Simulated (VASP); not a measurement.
# MgB2 (P6/mmm) in VASP: a series of runs

MgB2 is run at these levels: LDA; tasks: single point.

Everything below comes from runs of VASP 6.6.1. Logs are shortened: lines on timing, memory, paths and dates and some standing lists are left out, and cuts for length are marked.

## 1. The cell of the first run

The structure is hexagonal, space group P6/mmm (No. 191). The conventional cell has a = 3.043 Å, b = 3.043 Å, c = 3.475 Å, α = 90.00°, β = 90.00°, γ = 120.00°. Within 3.3 Å of Mg (site symmetry 6/mmm) lie 12 B at 2.47 Å and 6 Mg at 3.04 Å. B (site symmetry -6m2) has 3 B at 1.76 Å within 2.3 Å.

## 2. Single point, LDA (volume scaled by 0.96)

File INCAR:

```
SYSTEM = MgB2
  ALGO = Normal
  EDIFF = 1E-6
  ENCUT = 520
  ISIF = 2
  ISMEAR = -1
  LASPH = .True.
  LCHARG = .False.
  LREAL = .False.
  LWAVE = .False.
  NBANDS = 11
  NELM = 100
  PREC = Accurate
  SIGMA = 0.05
```

File KPOINTS:

```
k-points
0
Gamma
  10 10 8
  0 0 0
```

File POSCAR:

```
MgB2
1.0
    3.0433056997      0.0000000000      0.0000000000
   -1.5216528499      2.6355800475      0.0000000000
    0.0000000000      0.0000000000      3.4753860551
Mg B
1 2
Direct
    0.0000000000      0.0000000000      0.0000000000
    0.6666666667      0.3333333333      0.5000000000
    0.3333333333      0.6666666667      0.5000000000
```

Potentials or basis: VASP PAW LDA potentials, release 64 (Mg, B).

Launch:

```sh
> cat potpaw_LDA.64/Mg/POTCAR potpaw_LDA.64/B/POTCAR > POTCAR
> mpirun -np 1 vasp_std > vasp.out
```

OUTCAR:

```text
SYSTEM = MgB2
   EDIFF = 1E-6
   ENCUT = 520
   ISIF = 2
   ISMEAR = -1
   LASPH = .True.
   LREAL = .False.
   NELM = 100
   PREC = Accurate

 ion  position               nearest neighbor table
   1  0.000  0.000  0.000-   2 2.47   3 2.47   2 2.47   3 2.47   2 2.47   2 2.47   3 2.47   3 2.47
                             2 2.47   2 2.47   3 2.47   3 2.47
   2  0.667  0.333  0.500-   3 1.76   3 1.76   3 1.76   1 2.47   1 2.47   1 2.47   1 2.47   1 2.47
                             1 2.47
   3  0.333  0.667  0.500-   2 1.76   2 1.76   2 1.76   1 2.47   1 2.47   1 2.47   1 2.47   1 2.47
                             1 2.47

  LATTYP: Found a hexagonal cell.
 ALAT       =     3.0433056997
 C/A-ratio  =     1.1419773096

  Lattice vectors:

 A1 = (   3.0433056997,   0.0000000000,   0.0000000000)
 A2 = (  -1.5216528499,   2.6355800475,   0.0000000000)
 A3 = (   0.0000000000,   0.0000000000,   3.4753860551)

Analysis of symmetry for initial positions (statically):
=====================================================================
 Subroutine PRICEL returns:
 Original cell was already a primitive cell.

 Routine SETGRP: Setting up the symmetry group for a
 hexagonal supercell.

 Subroutine GETGRP returns: Found 24 space group operations
 (whereof 24 operations were pure point group operations)
 out of a pool of 24 trial point group operations.

The static configuration has the point symmetry D_6h.

Analysis of symmetry for dynamics (positions and initial velocities):
=====================================================================
 Subroutine PRICEL returns:
 Original cell was already a primitive cell.

 Routine SETGRP: Setting up the symmetry group for a
 hexagonal supercell.

 Subroutine GETGRP returns: Found 24 space group operations
 (whereof 24 operations were pure point group operations)
 out of a pool of 24 trial point group operations.

The dynamic configuration has the point symmetry D_6h.

 Subroutine INISYM returns: Found 24 space group operations
 (whereof 24 operations are pure point group operations),
 and found     1 'primitive' translations

----------------------------------------------------------------------------------------

                                     Primitive cell

  volume of cell :      27.8756

  direct lattice vectors                    reciprocal lattice vectors
     3.043305700  0.000000000  0.000000000     0.328590059  0.189711559  0.000000000
    -1.521652850  2.635580047  0.000000000     0.000000000  0.379423118  0.000000000
     0.000000000  0.000000000  3.475386055     0.000000000  0.000000000  0.287737818

  length of vectors
     3.043305700  3.043305700  3.475386055     0.379423118  0.379423118  0.287737818

  position of ions in fractional coordinates (direct lattice)
     0.000000000  0.000000000  0.000000000
     0.666666667  0.333333333  0.500000000
     0.333333333  0.666666667  0.500000000

  ion indices of the primitive-cell ions
   primitive index   ion index
                 1           1
                 2           2
                 3           3

----------------------------------------------------------------------------------------

 KPOINTS: k-points

Automatic generation of k-mesh.
 Grid dimensions read from file:
 generate k-points for:   10   10    8

 Generating k-lattice:

  Cartesian coordinates                     Fractional coordinates (reciprocal lattice)
     0.032859006  0.018971156  0.000000000     0.100000000  0.000000000  0.000000000
     0.000000000  0.037942312  0.000000000     0.000000000  0.100000000  0.000000000
     0.000000000  0.000000000  0.035967227     0.000000000  0.000000000  0.125000000

  Length of vectors
     0.037942312  0.037942312  0.035967227

  Shift w.r.t. Gamma in fractional coordinates (k-lattice)
     0.000000000  0.000000000  0.000000000

 Subroutine IBZKPT returns following result:
 ===========================================

 Found     70 irreducible k-points:

 Following reciprocal coordinates:
            Coordinates               Weight
  0.000000  0.000000  0.000000      1.000000
  0.100000  0.000000  0.000000      6.000000
  0.200000  0.000000  0.000000      6.000000
  0.300000 -0.000000  0.000000      6.000000
  0.400000 -0.000000  0.000000      6.000000
  0.500000  0.000000  0.000000      3.000000
[... 16 lines left out ...]
  0.300000  0.100000  0.125000     24.000000
  0.400000  0.100000  0.125000     24.000000
 [... further k-points ...]
   k-points           NKPTS =     70   k-points in BZ     NKDIM =     70   number of bands    NBANDS=     11
   number of dos      NEDOS =    301   number of ions     NIONS =      3
   total plane-waves  NPLWV =  16128
   dimension x,y,z NGX =    24 NGY =   24 NGZ =   28
   dimension x,y,z NGXF=    48 NGYF=   48 NGZF=   56
   ions per type =               1   2
   NGX,Y,Z   is equivalent  to a cutoff of  13.11, 13.11, 13.39 a.u.
   NGXF,Y,Z  is equivalent  to a cutoff of  26.22, 26.22, 26.79 a.u.
 SYSTEM =  MgB2
   PREC   = accura    normal or accurate (medium, high low for compatibility)
   ISTART =      0    job   : 0-new  1-cont  2-samecut
   ICHARG =      2    charge: 1-file 2-atom 10-const
   ISPIN  =      1    spin polarized calculation?
   LNONCOLLINEAR =      F non collinear calculations
   LSORBIT =      F    spin-orbit coupling
   LASPH  =      T    aspherical Exc in radial PAW
   ENCUT  =  520.0 eV  38.22 Ry    6.18 a.u.   5.66  5.66  6.46*2*pi/ulx,y,z
   NELM   =    100;   NELMIN=  2; NELMDL= -5     # of ELM steps
   EDIFF  = 0.1E-05   stopping-criterion for ELM
   LREAL  =      F    real-space projection
   EDIFFG = 0.1E-04   stopping-criterion for IOM
   NSW    =      0    number of steps for IOM
   IBRION =     -1    ionic relax: 0-MD 1-quasi-New 2-CG
   NFREE  =      0    steps in history (QN), initial steepest desc. (CG)
   ISIF   =      2    stress and relaxation
   ISYM   =      2    0-nonsym 1-usesym 2-fastsym
   POTIM  = 0.5000    time-step for ionic-motion
   TEBEG  =    0.0;   TEEND  =   0.0 temperature during run
   PSTRESS=    0.0 pullay stress
   NELECT =       8.0000    total number of electrons
   NUPDOWN=      -1.0000    fix difference up-down
   EMIN   =  10.00;   EMAX   =-10.00  energy-range for DOS
   EFERMI =   0.00;   METHOD = LEGACY
   ISMEAR =    -1;   SIGMA  =   0.05  broadening in eV -4-tet -1-fermi 0-gaus
   EFERMI_NEDOS =   21; number of points for ismear=-14 and -15
   IALGO  =     38    algorithm
   IMIX   =      4    mixing-type and parameters
     AMIX     =   0.40;   BMIX     =  1.00
     AMIX_MAG =   1.60;   BMIX_MAG =  1.00
  volume/ion in A,a.u.               =       9.29        62.70
  Fermi-wavevector in a.u.,A,eV,Ry     =   1.079849  2.040620 15.865411  1.166075
  Thomas-Fermi vector in A             =   2.215825
   LORBIT       =      0    0 simple, 1 ext, 2 COOP (PROOUT), +10 PAW based schemes
   GGA     = CA    functional components
   LHFCALC =     F    Hartree Fock is set to
   AEXX    =    0.0000 exact exchange contribution
   IVDW    =     0    specifies the selected vdW correction
   LEPSILON=     F    determine dielectric tensor
   LRPA    =     F    only Hartree local field effects (RPA)
 non-spin polarized calculation
  energy-cutoff  :      520.00
  volume of cell :       27.88
 maximum number of plane-waves:       763
 NGX is ok and might be reduce to    24
   NGX = 11   NGY = 11   NGZ = 13

 number of electron       8.0000000 magnetization

 Free energy of the ion-electron system (eV)
  ---------------------------------------------------
  ext. energy  EPLUGINS =         0.00000000
  ---------------------------------------------------
  free energy    TOTEN  =       -17.28471030 eV

  energy without entropy =      -17.27810582  energy(sigma->0) =      -17.28140806

 E-fermi :   5.5601     XC(G=0): -11.2560

 val. band max:        5.5551075391   @ k =   0.3000   0.2000   0.0000
 cond. band min:       5.6497217622   @ k =   0.4000   0.1000   0.0000
 fundamental gap:      0.0946142230
 Fermi energy:         5.5600607520

 k-point     1 :       0.0000    0.0000    0.0000
  band No.  band energies     occupation
      1      -7.0151      2.00000
      2       2.5038      2.00000
      3       5.9066      0.00195
      4       5.9066      0.00195
      5       7.2563      0.00000
      6      11.9670      0.00000
      7      11.9670      0.00000
      8      14.1797      0.00000
      9      15.6912      0.00000
     10      18.4914      0.00000
     11      21.8748      0.00000

 k-point     2 :       0.1000    0.0000    0.0000
  band No.  band energies     occupation
      1      -6.8380      2.00000
      2       2.6764      2.00000
      3       5.0580      1.99991
      4       5.5017      1.52564
      5       7.4095      0.00000
      6      11.8659      0.00000
      7      12.7303      0.00000
      8      14.4889      0.00000
      9      15.0709      0.00000
     10      19.3348      0.00000
     11      21.1818      0.00000

 k-point     3 :       0.2000    0.0000    0.0000
  band No.  band energies     occupation
      1      -6.3097      2.00000
      2       3.1887      2.00000
      3       3.1928      2.00000
      4       4.6955      2.00000
      5       7.8799      0.00000
      6      11.3986      0.00000
      7      13.4815      0.00000
      8      14.5865      0.00000
      9      15.0329      0.00000
     10      20.2829      0.00000
     11      20.3318      0.00000
[... 267 lines left out ...]
 k-point    23 :       0.3000    0.1000    0.1250
  band No.  band energies     occupation
      1      -4.6298      2.00000
      2       0.2602      2.00000
      3       2.9912      2.00000
      4       3.7618      2.00000
      5       9.2873      0.00000
      6      10.5092      0.00000
      7      11.8417      0.00000
      8      14.8240      0.00000
      9      16.2772      0.00000
     10      17.8184      0.00000
     11      20.0046      0.00000

 k-point    24 :       0.4000    0.1000    0.1250
  band No.  band energies     occupation
      1      -3.3156      2.00000
      2      -1.5765      2.00000
      3       2.6567      2.00000
      4       4.8255      2.00000
      5       7.7603      0.00000
      6      10.9019      0.00000
      7      12.0535      0.00000
      8      13.9802      0.00000
      9      15.8826      0.00000
     10      19.1937      0.00000
     11      20.2339      0.00000

 [... further k-points ...]

------------------------ aborting loop because EDIFF is reached ----------------------------------------

  FORCE on cell =-STRESS in cart. coord.  units (eV):
  Direction    XX          YY          ZZ          XY          YZ          ZX
  --------------------------------------------------------------------------------------
  -------------------------------------------------------------------------------------
  Total       -0.2513644     -0.2513644     -0.5764391      0.0000000     -0.0000000      0.0000000
  in kB      -14.4473951    -14.4473951    -33.1313534      0.0000000     -0.0000000      0.0000000
  external PRESSURE =     -20.6753812 kB  Pullay stress =       0.0000000 kB

 VOLUME and BASIS-vectors are now :
 -----------------------------------------------------------------------------
  energy-cutoff  :      520.00
  volume of cell :       27.88
      direct lattice vectors                 reciprocal lattice vectors
     3.043305700  0.000000000  0.000000000     0.328590059  0.189711559  0.000000000
    -1.521652850  2.635580047  0.000000000     0.000000000  0.379423118  0.000000000
     0.000000000  0.000000000  3.475386055     0.000000000  0.000000000  0.287737818

 POSITION                                       TOTAL-FORCE (eV/Angst)
 -----------------------------------------------------------------------------------
      0.00000      0.00000      0.00000         0.000000      0.000000      0.000000
      1.52165      0.87853      1.73769        -0.000000      0.000000     -0.000000
     -0.00000      1.75705      1.73769         0.000000      0.000000      0.000000
 -----------------------------------------------------------------------------------
    total drift:                                0.000000     -0.000000      0.000000

  FREE ENERGIE OF THE ION-ELECTRON SYSTEM (eV)
  ---------------------------------------------------
  free  energy   TOTEN  =       -17.2847102996 eV

  energy  without entropy=      -17.2781058181  energy(sigma->0) =      -17.28140806
```

Run time: 12 s. Hardware: 1 thread of AMD EPYC 7R43 (Zen 3), shared host; peak memory 0.1 GiB.

Results:

- Free energy: -17.2847 eV
- Pressure: -2.1 GPa
- Band gap on the k mesh: zero (band 4 reaches 6.65 eV, above the bottom of band 5 at 4.13 eV)

Stress tensor (GPa, compression positive):
```
-1.44  0.00  0.00
 0.00 -1.44  0.00
 0.00  0.00 -3.31
```

## 3. Single point, LDA (volume scaled by 0.98)

File INCAR:

```
SYSTEM = MgB2
PREC = Accurate
ENCUT = 520
EDIFF = 1E-6
ISMEAR = -1
SIGMA = 0.05
LREAL = .FALSE.
LASPH = .TRUE.
NELM = 80
ALGO = Normal
ISIF = 2
LWAVE = .FALSE.
LCHARG = .TRUE.
LELF = .TRUE.
LVHAR = .TRUE.
NBANDS = 11
```

File KPOINTS:

```
regular mesh
0
G
  10 10 8
  0 0 0
```

File POSCAR:

```
MgB2
1.0
    3.0642946782      0.0000000000      0.0000000000
   -1.5321473391      2.6537570360      0.0000000000
    0.0000000000      0.0000000000      3.4993549923
Mg B
1 2
Direct
    0.0000000000      0.0000000000      0.0000000000
    0.6666666667      0.3333333333      0.5000000000
    0.3333333333      0.6666666667      0.5000000000
```

Potentials or basis: VASP PAW LDA potentials, release 64 (Mg, B).

Launch:

```sh
> cat potpaw_LDA.64/Mg/POTCAR potpaw_LDA.64/B/POTCAR > POTCAR
> mpirun -np 1 vasp_std > vasp.out
```

OUTCAR:

```text
SYSTEM = MgB2
   PREC = Accurate
   ENCUT = 520
   EDIFF = 1E-6
   ISMEAR = -1
   LREAL = .FALSE.
   LASPH = .TRUE.
   NELM = 80
   ISIF = 2

 ion  position               nearest neighbor table
   1  0.000  0.000  0.000-   2 2.49   3 2.49   2 2.49   3 2.49   3 2.49   3 2.49   2 2.49   2 2.49
                             2 2.49   2 2.49   3 2.49   3 2.49
   2  0.667  0.333  0.500-   3 1.77   3 1.77   3 1.77   1 2.49   1 2.49   1 2.49   1 2.49   1 2.49
                             1 2.49
   3  0.333  0.667  0.500-   2 1.77   2 1.77   2 1.77   1 2.49   1 2.49   1 2.49   1 2.49   1 2.49
                             1 2.49

  LATTYP: Found a hexagonal cell.
 ALAT       =     3.0642946782
 C/A-ratio  =     1.1419773096

  Lattice vectors:

 A1 = (   3.0642946782,   0.0000000000,   0.0000000000)
 A2 = (  -1.5321473391,   2.6537570360,   0.0000000000)
 A3 = (   0.0000000000,   0.0000000000,   3.4993549923)

Analysis of symmetry for initial positions (statically):
=====================================================================
 Subroutine PRICEL returns:
 Original cell was already a primitive cell.

 Routine SETGRP: Setting up the symmetry group for a
 hexagonal supercell.

 Subroutine GETGRP returns: Found 24 space group operations
 (whereof 24 operations were pure point group operations)
 out of a pool of 24 trial point group operations.

The static configuration has the point symmetry D_6h.

Analysis of symmetry for dynamics (positions and initial velocities):
=====================================================================
 Subroutine PRICEL returns:
 Original cell was already a primitive cell.

 Routine SETGRP: Setting up the symmetry group for a
 hexagonal supercell.

 Subroutine GETGRP returns: Found 24 space group operations
 (whereof 24 operations were pure point group operations)
 out of a pool of 24 trial point group operations.

The dynamic configuration has the point symmetry D_6h.

 Subroutine INISYM returns: Found 24 space group operations
 (whereof 24 operations are pure point group operations),
 and found     1 'primitive' translations

[... 121 lines left out ...]
   GGA     = CA    functional components
   LHFCALC =     F    Hartree Fock is set to
   AEXX    =    0.0000 exact exchange contribution
   IVDW    =     0    specifies the selected vdW correction
   LEPSILON=     F    determine dielectric tensor
   LRPA    =     F    only Hartree local field effects (RPA)
 non-spin polarized calculation
  energy-cutoff  :      520.00
  volume of cell :       28.46
 maximum number of plane-waves:       781
 NGX is ok and might be reduce to    24
   NGX = 11   NGY = 11   NGZ = 13

 number of electron       8.0000000 magnetization

 Free energy of the ion-electron system (eV)
  ---------------------------------------------------
  ext. energy  EPLUGINS =         0.00000000
  ---------------------------------------------------
  free energy    TOTEN  =       -17.27166661 eV

  energy without entropy =      -17.26520838  energy(sigma->0) =      -17.26843750

 E-fermi :   5.4074     XC(G=0): -11.1736

 val. band max:        5.3938689171   @ k =   0.1000   0.0000   0.1250
 cond. band min:       5.4112816014   @ k =   0.3000   0.2000   0.0000
 fundamental gap:      0.0174126843
 Fermi energy:         5.4073989085

 k-point     1 :       0.0000    0.0000    0.0000
  band No.  band energies     occupation
      1      -7.0419      2.00000
      2       2.3950      2.00000
      3       5.7421      0.00247
      4       5.7421      0.00247
      5       7.0537      0.00000
      6      11.7246      0.00000
      7      11.7246      0.00000
      8      13.8017      0.00000
      9      15.3579      0.00000
     10      18.1086      0.00000
     11      21.5348      0.00000
[... 309 lines left out ...]
 k-point    24 :       0.4000    0.1000    0.1250
  band No.  band energies     occupation
      1      -3.3909      2.00000
      2      -1.6606      2.00000
      3       2.5377      2.00000
      4       4.6885      2.00000
      5       7.5800      0.00000
      6      10.6644      0.00000
      7      11.7758      0.00000
      8      13.6488      0.00000
      9      15.5687      0.00000
     10      18.8029      0.00000
     11      19.8344      0.00000

 [... further k-points ...]
[... 5 lines left out ...]
  --------------------------------------------------------------------------------------
  -------------------------------------------------------------------------------------
  Total       -0.8896860     -0.8896860     -0.9976022     -0.0000000     -0.0000000      0.0000000
  in kB      -50.0919163    -50.0919163    -56.1679161     -0.0000000     -0.0000000      0.0000000
  external PRESSURE =     -52.1172496 kB  Pullay stress =       0.0000000 kB

 VOLUME and BASIS-vectors are now :
 -----------------------------------------------------------------------------
  energy-cutoff  :      520.00
  volume of cell :       28.46
      direct lattice vectors                 reciprocal lattice vectors
     3.064294678  0.000000000  0.000000000     0.326339372  0.188412124  0.000000000
    -1.532147339  2.653757036  0.000000000     0.000000000  0.376824248  0.000000000
     0.000000000  0.000000000  3.499354992     0.000000000  0.000000000  0.285766949

 POSITION                                       TOTAL-FORCE (eV/Angst)
 -----------------------------------------------------------------------------------
      0.00000      0.00000      0.00000        -0.000000      0.000000      0.000000
      1.53215      0.88459      1.74968         0.000000     -0.000000      0.000000
     -0.00000      1.76917      1.74968         0.000000      0.000000     -0.000000
 -----------------------------------------------------------------------------------
    total drift:                                0.000000     -0.000000      0.000000

  FREE ENERGIE OF THE ION-ELECTRON SYSTEM (eV)
  ---------------------------------------------------
  free  energy   TOTEN  =       -17.2716666136 eV

  energy  without entropy=      -17.2652083847  energy(sigma->0) =      -17.26843750
```

stdout:

```text
POSCAR found type information on POSCAR MgB
 POSCAR found :  2 types and       3 ions
 scaLAPACK will be used
 LDA part: xc-table for (Slater(with rela. corr.)+CA(PZ))
 , standard interpolation
 POSCAR, INCAR and KPOINTS ok, starting setup
 FFT: planning ... GRIDC
 FFT: planning ... GRID_SOFT
 FFT: planning ... GRID
 WAVECAR not read
 entering main loop
```

Run time: 13 s. Hardware: 1 thread of AMD EPYC 7R43 (Zen 3), shared host; peak memory 0.11 GiB.

Results:

| Item | Value |
| --- | --- |
| Free energy | -17.2717 eV |
| Pressure | -5.2 GPa |
| Band gap on the k mesh | zero (band 4 reaches 6.49 eV, above the bottom of band 5 at 4.01 eV) |

Stress tensor (GPa, compression positive):
```
-5.01  0.00  0.00
 0.00 -5.01  0.00
 0.00  0.00 -5.62
```
